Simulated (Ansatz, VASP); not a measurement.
# Ge in VASP and in Ansatz

INCAR

```
PREC = Accurate
ENCUT = 520
EDIFF = 1E-7
ISMEAR = -1
SIGMA = 0.1
LREAL = F
LASPH = T
NELM = 80
ALGO = Normal
ISIF = 2
LWAVE = F
LCHARG = F
GGA = RE
NBANDS = 13
```

File KPOINTS:

```
regular mesh
0
Gamma
  13 13 13
```

File POSCAR:

```
Ge
1.0
    2.7300395176      0.0000000000      0.0000000000
    0.0000000000      2.7300395176      0.0000000000
    0.0000000000      0.0000000000      2.7300395176
Ge
1
Direct
    0.0000000000      0.0000000000      0.0000000000
```

Input for Ansatz:

```yaml
crystal:
  lattice:
    - [2.7300395176, 0.0, 0.0]
    - [0.0, 2.7300395176, 0.0]
    - [0.0, 0.0, 2.7300395176]
  atoms:
    - { symbol: Ge, position: [0.0, 0.0, 0.0] }
hamiltonian:
  xc: revpbe
  pseudopotentials:
    kind: paw
    azcp:
      Ge: "pseudopotentials/Ge.paw.azcp"
basis:
  ecutwfc: 420
  fft_grid_basis: typed
kpoints:
  mp_grid: { grid: [13, 13, 13], shift: [0, 0, 0] }
magnetization:
  spin_polarized: false
scf:
  occupations: { method: fermi_dirac, width: 0.1 }
  lower_state_search: "off"
output:
  stress: true
```

Alike in both runs: task single point; functional revPBE; k mesh 13 × 13 × 13; occupations fermi-dirac, width 0.1 eV; no spin polarisation.

|  | VASP | Ansatz |
| --- | --- | --- |
| version | VASP 6.6.1 | Ansatz 0.2.0 |
| potentials or method | VASP PAW PBE potentials, release 64 (Ge_d), cutoff 520 eV | plane waves (420 eV) with PAW, scalar-relativistic |
| valence electrons in the cell | 14 | 14 |

|  | VASP | Ansatz | Ansatz less VASP |
| --- | --- | --- | --- |
| pressure (GPa) | -0.1 | -0.1 | -0.03 |

VASP's potentials were made for PBE, not for revPBE. With one functional, cell and mesh, what is left measures potentials, basis and numerics.
